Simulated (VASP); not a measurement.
# AlN (P1) in VASP: single point with PBEsol

Aim: the single point of AlN with PBEsol.

Everything below comes from runs of VASP 6.6.1. Logs are shortened: lines on timing, memory, paths and dates and some standing lists are left out, and cuts for length are marked.

### Step 1. The cell of the first run

The typed cell holds 16 atoms: a = 6.198 Å, b = 6.198 Å, c = 6.198 Å, α = 60.00°, β = 60.00°, γ = 60.00°.

### Step 2. Single point, PBEsol

INCAR

```
PREC = Accurate
ENCUT = 520
EDIFF = 1E-6
ISMEAR = -1
SIGMA = 0.0388
LREAL = Auto
LASPH = T
NELM = 120
ALGO = Normal
ISIF = 2
LWAVE = F
LCHARG = T
GGA = PS
LELF = T
LVHAR = T
NBANDS = 46
GGA_COMPAT = F
ISYM = -1
```

KPOINTS

```
explicit points
4
Reciprocal
  0.25000000   0.25000000   0.25000000 2
  0.25000000   0.25000000   0.75000000 2
  0.25000000   0.75000000   0.25000000 2
  0.25000000   0.75000000   0.75000000 2
```

POSCAR

```
AlN
1.0
   -4.3824988109      4.3824988109      0.0000000000
   -4.3824988109      0.0000000000      4.3824988109
    0.0000000000      4.3824988109      4.3824988109
Al N
8 8
Direct
   -0.0217645239     -0.0013544784     -0.0079701105
    0.4814070901      0.0221337196      0.0076782679
   -0.0062719926      0.5019891836      0.0004606961
   -0.0025877931     -0.0042325168      0.4929724099
    0.4981433183      0.5205163991      0.0074100419
    0.4992028736     -0.0020673137      0.5164624333
    0.0128895643      0.4826126809      0.5057554139
    0.5085778904      0.5071796014      0.4976548983
    0.6125913813      0.6471173461      0.1183724223
    0.1200245619      0.6059452871      0.1306315243
    0.6237412987      0.1482783061      0.1237674038
    0.6244868779      0.6184346230      0.6282477460
    0.1204247902      0.1269708274      0.1178586743
    0.1249721959      0.6329992590      0.6117337655
    0.6054554980      0.1266911924      0.6342778675
    0.1330579939      0.1110456662      0.6180488842
```

Potentials or basis: VASP PAW PBE potentials, release 64 (Al, N).

Started as:

```sh
$ cat potpaw_PBE.64/Al/POTCAR potpaw_PBE.64/N/POTCAR > POTCAR
$ mpirun -np 1 vasp_std > vasp.out
```

OUTCAR:

```text
PREC = Accurate
   ENCUT = 520
   EDIFF = 1E-6
   ISMEAR = -1
   LREAL = Auto
   LASPH = T
   NELM = 120
   ISIF = 2
   GGA = PS
   ISYM = -1

 ion  position               nearest neighbor table
   1  0.978  0.999  0.992-  11 1.81  16 1.90  10 1.99  13 2.01   2 2.96   3 3.01   7 3.01   4 3.04
                             6 3.10   5 3.11   5 3.12   6 3.12   4 3.16   3 3.20   7 3.20   2 3.24
   2  0.481  0.022  0.008-  13 1.83  15 1.89   9 1.90  11 1.95   1 2.96   3 3.00   4 3.01   5 3.06
                             6 3.07   8 3.09   8 3.12   6 3.14   5 3.14   4 3.20   3 3.20   1 3.24
   3  0.994  0.502  0.000-  10 1.83  13 1.90   9 1.93  14 1.97   5 2.99   2 3.00   1 3.01   8 3.05
                             7 3.07   4 3.10   4 3.10   7 3.13   8 3.15   1 3.20   2 3.20   5 3.21
   4  0.997  0.996  0.493-  14 1.84  13 1.90  16 1.90  15 1.98   2 3.01   6 3.01   1 3.04   7 3.10
                             3 3.10   8 3.10   8 3.10   3 3.10   7 3.11   1 3.16   6 3.19   2 3.20
   5  0.498  0.521  0.007-   9 1.78  11 1.88  12 1.93  10 1.93   3 2.99   6 3.00   8 3.03   7 3.05
                             2 3.06   1 3.11   1 3.12   2 3.14   7 3.16   8 3.17   6 3.20   3 3.21
   6  0.499  0.998  0.516-  15 1.79  16 1.86  12 1.92  11 1.99   5 3.00   7 3.01   4 3.01   2 3.07
                             8 3.07   1 3.10   1 3.12   8 3.13   2 3.14   7 3.19   4 3.19   5 3.20
   7  0.013  0.483  0.506-  14 1.87  16 1.88  10 1.90  12 1.97   6 3.01   1 3.01   5 3.05   3 3.07
                             8 3.08   4 3.10   4 3.11   8 3.13   3 3.13   5 3.16   6 3.19   1 3.20
   8  0.509  0.507  0.498-  12 1.81   9 1.92  15 1.93  14 1.94   5 3.03   3 3.05   6 3.07   7 3.08
                             2 3.09   4 3.10   4 3.10   2 3.12   7 3.13   6 3.13   3 3.15   5 3.17
   9  0.613  0.647  0.118-   5 1.78   2 1.90   8 1.92   3 1.93
  10  0.120  0.606  0.131-   3 1.83   7 1.90   5 1.93   1 1.99
  11  0.624  0.148  0.124-   1 1.81   5 1.88   2 1.95   6 1.99
  12  0.624  0.618  0.628-   8 1.81   6 1.92   5 1.93   7 1.97
  13  0.120  0.127  0.118-   2 1.83   3 1.90   4 1.90   1 2.01
  14  0.125  0.633  0.612-   4 1.84   7 1.87   8 1.94   3 1.97
  15  0.605  0.127  0.634-   6 1.79   2 1.89   8 1.93   4 1.98
  16  0.133  0.111  0.618-   6 1.86   7 1.88   1 1.90   4 1.90

IMPORTANT INFORMATION: All symmetrisations will be switched off!
NOSYMM: (Re-)initialisation of all symmetry stuff for point group C_1.

----------------------------------------------------------------------------------------

                                     Primitive cell

  volume of cell :     168.3431

  direct lattice vectors                    reciprocal lattice vectors
    -4.382498811  4.382498811  0.000000000    -0.114090162  0.114090162 -0.114090162
    -4.382498811  0.000000000  4.382498811    -0.114090162 -0.114090162  0.114090162
     0.000000000  4.382498811  4.382498811     0.114090162  0.114090162  0.114090162

  length of vectors
     6.197789255  6.197789255  6.197789255     0.197609958  0.197609958  0.197609958

  position of ions in fractional coordinates (direct lattice)
     0.978235476  0.998645522  0.992029890
     0.481407090  0.022133720  0.007678268
     0.993728007  0.501989184  0.000460696
     0.997412207  0.995767483  0.492972410
     0.498143318  0.520516399  0.007410042
     0.499202874  0.997932686  0.516462433
[... 8 lines left out ...]
     0.605455498  0.126691192  0.634277868
     0.133057994  0.111045666  0.618048884

  ion indices of the primitive-cell ions
   primitive index   ion index
                 1           1
                 2           2
                 3           3
                 4           4
                 5           5
                 6           6
[... 8 lines left out ...]
                15          15
                16          16

----------------------------------------------------------------------------------------

 KPOINTS: explicit points

Read explicit list of k-points.

 Found      4 k-points:

 Following reciprocal coordinates:
            Coordinates               Weight
  0.250000  0.250000  0.250000      0.250000
  0.250000  0.250000  0.750000      0.250000
  0.250000  0.750000  0.250000      0.250000
  0.250000  0.750000  0.750000      0.250000
   k-points           NKPTS =      4   k-points in BZ     NKDIM =      4   number of bands    NBANDS=     46
   number of dos      NEDOS =    301   number of ions     NIONS =     16
   total plane-waves  NPLWV = 110592
   dimension x,y,z NGX =    48 NGY =   48 NGZ =   48
   dimension x,y,z NGXF=    96 NGYF=   96 NGZF=   96
   ions per type =               8   8
   NGX,Y,Z   is equivalent  to a cutoff of  12.88, 12.88, 12.88 a.u.
   NGXF,Y,Z  is equivalent  to a cutoff of  25.75, 25.75, 25.75 a.u.
 SYSTEM =  unknown system
   PREC   = accura    normal or accurate (medium, high low for compatibility)
   ISTART =      0    job   : 0-new  1-cont  2-samecut
   ICHARG =      2    charge: 1-file 2-atom 10-const
   ISPIN  =      1    spin polarized calculation?
   LNONCOLLINEAR =      F non collinear calculations
   LSORBIT =      F    spin-orbit coupling
   LASPH  =      T    aspherical Exc in radial PAW
   ENCUT  =  520.0 eV  38.22 Ry    6.18 a.u.  11.52 11.52 11.52*2*pi/ulx,y,z
   NELM   =    120;   NELMIN=  2; NELMDL= -5     # of ELM steps
   EDIFF  = 0.1E-05   stopping-criterion for ELM
   LREAL  =      T    real-space projection
   EDIFFG = 0.1E-04   stopping-criterion for IOM
   NSW    =      0    number of steps for IOM
   IBRION =     -1    ionic relax: 0-MD 1-quasi-New 2-CG
   NFREE  =      0    steps in history (QN), initial steepest desc. (CG)
   ISIF   =      2    stress and relaxation
   ISYM   =     -1    0-nonsym 1-usesym 2-fastsym
   POTIM  = 0.5000    time-step for ionic-motion
   TEBEG  =    0.0;   TEEND  =   0.0 temperature during run
   PSTRESS=    0.0 pullay stress
   NELECT =      64.0000    total number of electrons
   NUPDOWN=      -1.0000    fix difference up-down
   EMIN   =  10.00;   EMAX   =-10.00  energy-range for DOS
   EFERMI =   0.00;   METHOD = LEGACY
   ISMEAR =    -1;   SIGMA  =   0.04  broadening in eV -4-tet -1-fermi 0-gaus
   EFERMI_NEDOS =   21; number of points for ismear=-14 and -15
   IALGO  =     38    algorithm
   IMIX   =      4    mixing-type and parameters
     AMIX     =   0.40;   BMIX     =  1.00
     AMIX_MAG =   1.60;   BMIX_MAG =  1.00
  volume/ion in A,a.u.               =      10.52        71.00
  Fermi-wavevector in a.u.,A,eV,Ry     =   1.185959  2.241138 19.136578  1.406499
  Thomas-Fermi vector in A             =   2.322142
   LORBIT       =      0    0 simple, 1 ext, 2 COOP (PROOUT), +10 PAW based schemes
   GGA     = PS    functional components
   LHFCALC =     F    Hartree Fock is set to
   AEXX    =    0.0000 exact exchange contribution
   IVDW    =     0    specifies the selected vdW correction
   LEPSILON=     F    determine dielectric tensor
   LRPA    =     F    only Hartree local field effects (RPA)
 non-spin polarized calculation
  energy-cutoff  :      520.00
  volume of cell :      168.34
 maximum number of plane-waves:      4537
 NGX is ok and might be reduce to    48
   NGX = 23   NGY = 23   NGZ = 23

 number of electron      64.0000000 magnetization

 Free energy of the ion-electron system (eV)
  ---------------------------------------------------
  ext. energy  EPLUGINS =         0.00000000
  ---------------------------------------------------
  free energy    TOTEN  =      -123.92069191 eV

  energy without entropy =     -123.92069191  energy(sigma->0) =     -123.92069191

 E-fermi :   6.7073     XC(G=0): -11.0877

 val. band max:        5.8254997973   @ k =   0.2500   0.2500   0.2500
 cond. band min:       9.6833804916   @ k =   0.2500   0.2500   0.2500
 fundamental gap:      3.8578806943
 Fermi energy:         6.7073329433

 k-point     1 :       0.2500    0.2500    0.2500
  band No.  band energies     occupation
      1      -8.8972      2.00000
      2      -7.5070      2.00000
      3      -7.0969      2.00000
      4      -6.9502      2.00000
      5      -6.9038      2.00000
      6      -6.6646      2.00000
[... 36 lines left out ...]
     43      14.5088      0.00000
     44      14.6702      0.00000

 k-point     2 :       0.2500    0.2500    0.7500
  band No.  band energies     occupation
      1      -8.3372      2.00000
      2      -7.8608      2.00000
      3      -7.3887      2.00000
      4      -7.1317      2.00000
      5      -7.0313      2.00000
      6      -6.6785      2.00000
[... 36 lines left out ...]
     43      15.3343      0.00000
     44      15.4839      0.00000

 k-point     3 :       0.2500    0.7500    0.2500
  band No.  band energies     occupation
      1      -8.3359      2.00000
      2      -7.8597      2.00000
      3      -7.3880      2.00000
      4      -7.1582      2.00000
      5      -6.9976      2.00000
      6      -6.6920      2.00000
[... 36 lines left out ...]
     43      15.2507      0.00000
     44      15.4793      0.00000

 k-point     4 :       0.2500    0.7500    0.7500
  band No.  band energies     occupation
      1      -8.3411      2.00000
      2      -7.8514      2.00000
      3      -7.3808      2.00000
      4      -7.1701      2.00000
      5      -7.0020      2.00000
      6      -6.6814      2.00000
[... 36 lines left out ...]
     43      15.3460      0.00000
     44      15.4340      0.00000
 [bands above 44 left out]

------------------------ aborting loop because EDIFF is reached ----------------------------------------

  FORCE on cell =-STRESS in cart. coord.  units (eV):
  Direction    XX          YY          ZZ          XY          YZ          ZX
  --------------------------------------------------------------------------------------
  -------------------------------------------------------------------------------------
  Total        0.4857991      0.6844141      0.4641348     -2.3675851      0.6729225     -1.8270925
  in kB        4.6235109      6.5137957      4.4173240    -22.5330909      6.4044256    -17.3890440
  external PRESSURE =       5.1848769 kB  Pullay stress =       0.0000000 kB

 VOLUME and BASIS-vectors are now :
 -----------------------------------------------------------------------------
  energy-cutoff  :      520.00
  volume of cell :      168.34
      direct lattice vectors                 reciprocal lattice vectors
    -4.382498811  4.382498811  0.000000000    -0.114090162  0.114090162 -0.114090162
    -4.382498811  0.000000000  4.382498811    -0.114090162 -0.114090162  0.114090162
     0.000000000  4.382498811  4.382498811     0.114090162  0.114090162  0.114090162

 POSITION                                       TOTAL-FORCE (eV/Angst)
 -----------------------------------------------------------------------------------
     -8.66368      8.63469      8.72413        -0.952302      2.017128     -0.216061
     -2.20677      2.14342      0.13065        -0.505064      0.388814     -0.451585
     -6.55498      4.35703      2.20199         0.066953     -0.644239     -0.742523
     -8.73511      6.53161      6.52440        -0.118288     -0.583653      0.516178
     -4.46428      2.21559      2.31364         1.534552     -1.454164     -1.507384
     -6.56119      4.45115      6.63683         0.275576     -1.119033     -1.753098
[... 8 lines left out ...]
     -3.20863      5.43313      3.33495        -2.043745      1.133060      0.440530
     -1.06978      3.29173      3.19526         0.580157     -0.257890      0.733445
 -----------------------------------------------------------------------------------
    total drift:                               -0.005985      0.000016     -0.003511

  FREE ENERGIE OF THE ION-ELECTRON SYSTEM (eV)
  ---------------------------------------------------
  free  energy   TOTEN  =      -123.9206919100 eV

  energy  without entropy=     -123.9206919099  energy(sigma->0) =     -123.92069191
```

Run time: 45 s. Hardware: 1 thread of Intel Xeon Platinum 8488C (Sapphire Rapids), shared host; peak memory 0.3 GiB.

What came out:

```yaml
Free_energy: -123.9207 eV
Pressure: 0.5 GPa
Largest_force: 2.596 eV/Å
Band_gap_on_the_k_mesh: 3.86 eV
```

Forces in eV/Å, atoms in the order of the input:
```
Al  -0.952  2.017 -0.216
Al  -0.505  0.389 -0.452
Al   0.067 -0.644 -0.743
Al  -0.118 -0.584  0.516
Al   1.535 -1.454 -1.507
Al   0.276 -1.119 -1.753
Al   0.127 -1.192  0.292
Al   1.233 -0.931 -0.295
N   -0.820  1.661  0.684
N   -1.458 -0.101  1.178
N    1.672 -0.154  0.014
N   -1.185  0.873  0.740
N    0.852 -0.776  0.428
N    0.741  1.140 -0.060
N   -2.044  1.133  0.441
N    0.580 -0.258  0.733
```

Levels at points of the mesh, in eV from the valence-band top:
| k point | band 28 | band 29 | band 30 | band 31 | band 32 | band 33 | band 34 | band 35 | band 36 | band 37 |
| --- | --- | --- | --- | --- | --- | --- | --- | --- | --- | --- |
| (0.25, 0.25, 0.25) | -0.62 | -0.38 | -0.33 | -0.04 | 0.00 | 3.86 | 3.93 | 4.12 | 4.87 | 6.83 |

Caveat: the atoms stand as in a frame of molecular dynamics; the PAW data sets were made with another functional, which shifts forces and pressure a little; a shifted mesh leaves out Γ, where band edges can lie. A k mesh can miss the band edges.
